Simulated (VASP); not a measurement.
Here is a VASP 6.6.1 calculation.

Contents of INCAR:

```
PREC     = Accurate       # precision mode
ENCUT    = 520            # plane-wave cutoff, eV
EDIFF    = 1E-6           # SCF threshold, eV
ISMEAR   = 0              # smearing method
SIGMA    = 0.1            # smearing width, eV
LREAL    = False          # projectors in reciprocal space
LASPH    = True           # aspherical terms in the spheres
NELM     = 100            # most SCF steps
ALGO     = Normal         # electronic algorithm
ISIF     = 2              # what is computed and relaxed
LWAVE    = False          # write WAVECAR
LCHARG   = False          # write CHGCAR
GGA      = PE             # functional
NBANDS   = 24             # bands
```

KPOINTS

```
Automatic mesh
0
Gamma
  4 4 4
```

POSCAR

```
ScAl3P2
1.0
    4.5813276600      0.0000000000      0.0000000000
    0.0000000000      4.5813276600      0.0000000000
    0.0000000000      0.0000000000      5.8768137200
Sc Al P
1 3 2
Direct
    0.0000000000      0.0000000000      0.0000000000
    0.5000000000      0.0000000000      0.5000000000
    0.0000000000      0.5000000000      0.5000000000
    0.0000000000      0.0000000000      0.5000000000
    0.5000000000      0.5000000000      0.1545935000
    0.5000000000      0.5000000000      0.8454065000
```

Potentials or basis: VASP PAW PBE potentials, release 64 (Sc_sv, Al, P).

Run with:

```console
$ cat potpaw_PBE.64/Sc_sv/POTCAR potpaw_PBE.64/Al/POTCAR potpaw_PBE.64/P/POTCAR > POTCAR
$ mpirun -np 1 vasp_std > vasp.out
```

Question: What does it give for the largest force?

Answer: 8.931 eV/Å.

Question: Estimate the band gap on the k mesh.

Answer: Zero (bands 15 and 16 overlap by 1.42 eV).

Question: Estimate the pressure.

Answer: 9.3 GPa.

Forces on the atoms (eV/Å):
```
Sc   0.000  0.000  0.000
Al   0.000  0.000  0.000
Al   0.000  0.000  0.000
Al   0.000  0.000  0.000
P    0.000  0.000  8.931
P    0.000  0.000 -8.931
```

Caveat: the cell stands under pressure; forces of over 1 eV/Å act on the atoms, so gaps and moduli don't describe the material at rest.
